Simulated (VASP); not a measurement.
Write the native input for VASP 6.6.1 that does the following.

| Property | Result |
| --- | --- |
| Task | single point |
| Functional | PBE |
| Potentials or basis | VASP PAW PBE potentials, release 64 (Ta_pv, V_sv) |
| Cutoff | 520 eV |
| k mesh | 10 × 10 × 6 |
| Occupations | fermi-dirac, width 0.05 eV |
| Spin | collinear spin, ferromagnetic start |
| Starting moments | [0.0, 2.0] μB |
| Dipole correction | no |
| Further INCAR settings | ALGO = Normal; EDIFF = 1e-06; NBANDS = 23 |

The structure of TaV lies in POSCAR:

```
TaV
1.0
    1.6173407075     -2.3230587236      0.0000000000
    1.6173407075      2.3230587236      0.0000000000
    0.0000000000      0.0000000000      4.3701125730
Ta V
1 1
Direct
    0.0000000000      0.0000000000      0.0000000000
    0.5000000000      0.5000000000      0.5000000000
```

These files were run (other wordings do the same):

INCAR

```
PREC = Accurate
ENCUT = 520
EDIFF = 1E-6
ISMEAR = -1
SIGMA = 0.05
LREAL = F
LASPH = T
NELM = 150
ALGO = Normal
ISIF = 2
LWAVE = F
LCHARG = F
ISPIN = 2
MAGMOM = 0 2
LORBIT = 11
LMAXMIX = 4
GGA = PE
NBANDS = 23
```

KPOINTS

```
regular mesh
0
Gamma
  10 10 6
```

Potentials or basis: VASP PAW PBE potentials, release 64 (Ta_pv, V_sv).

Launch:

```sh
$ cat potpaw_PBE.64/Ta_pv/POTCAR potpaw_PBE.64/V_sv/POTCAR > POTCAR
$ mpirun -np 1 vasp_std > vasp.out
```

Results of the run:

* Pressure: -3.3 GPa
* Band gap on the k mesh: zero (filled and empty bands overlap)
* Net moment: 0.00 μB per cell
* Valence electrons inside the program's atomic spheres: Ta 8.96; V 11.50

Caveat: the cell stands under tension; the moments typed at the start vanished in this run; spin-orbit coupling is left out, which moves the levels of the heavy elements.

Run time: 2.6 min on 1 thread of Intel(R) Xeon(R) Platinum 8259CL CPU @ 2.50GHz (Skylake/Cascade Lake), with other jobs on the host, peak memory 0.27 GiB.
